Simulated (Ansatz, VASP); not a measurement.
# Al12H: VASP beside Ansatz

```
Al H
1.0
     5.63146    0.00000    0.00000
    -2.81573    4.87699    0.00000
     0.00000    0.00000   21.56843
Al H
12 1
Direct
  0.33333 0.16667 0.18546
  0.33333 0.66667 0.18546
  0.83333 0.16667 0.18546
  0.83333 0.66667 0.18546
  0.16667 0.33333 0.29140
  0.16667 0.83333 0.29140
  0.66667 0.33333 0.29140
  0.66667 0.83333 0.29140
  0.00000 0.00000 0.39727
  0.00000 0.50000 0.39727
  0.50000 0.00000 0.39727
  0.50000 0.50000 0.39727
  0.16667 0.33333 0.49927
```

Alike in both runs: task single point; functional PBE; dispersion D3(BJ); k mesh 6 × 6 × 1; occupations gaussian, width 0.1 eV; no spin polarisation.

```csv
,VASP,Ansatz
version,VASP 6.6.1,Ansatz 0.2.0
potentials or method,"VASP PAW PBE potentials, release 64 (Al, H), cutoff 520 eV","scalar-relativistic, plane waves, PAW"
valence electrons in the cell,37,37
```

```csv
,VASP,Ansatz,Ansatz less VASP
gap on the k mesh at the Fermi level (eV),none,none,-
rms of the force components (eV/Å),0.287,0.287,0.0000
```

Atom by atom the forces differ by 0.000 eV/Å (rms over components). A gap of «none» marks a metal or a gap that the smearing closes.
